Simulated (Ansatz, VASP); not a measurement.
# Ga: VASP beside Ansatz

```
Ga
1.0
     1.44027   -4.03772    0.00000
     1.44027    4.03772    0.00000
     0.00000    0.00000    3.14872
Ga
2
Direct
  0.86700 0.13300 0.25000
  0.13300 0.86700 0.75000
```

Change from the starting cell: volume scaled by 0.98, crystal datasets.

Alike in both runs: task electric field gradients; functional LDA; k mesh 12 × 12 × 10; occupations fermi-dirac, width 0.08 eV; no spin polarisation.

```csv
,VASP,Ansatz
version,VASP 6.6.1,Ansatz 0.2.0
potentials or method,"VASP PAW LDA potentials, release 64 (Ga_d), cutoff 520 eV","all-electron PAW with datasets made for the crystal, scalar-relativistic"
```

|  | VASP | Ansatz | Ansatz less VASP |
| --- | --- | --- | --- |
| pressure (GPa) | -2.8 | -2.9 | -0.06 |
| traceless stress, the component that is largest in VASP (GPa) | -2.22 | -2.22 | +0.006 |
| rms of the force components (eV/Å) | 0.111 | 0.109 | -0.0019 |
| size of Vzz on the site where it differs most (V/Å²) | 28.1 | 28.8 | +0.71 |

LDA's correlation is that of Perdew and Zunger in VASP and of Perdew and Wang (1992) in Ansatz. Atom by atom the forces differ by 0.002 eV/Å (rms over components). Ansatz ran all-electron here, and VASP with PAW potentials. Ansatz's warnings: printed levels off.
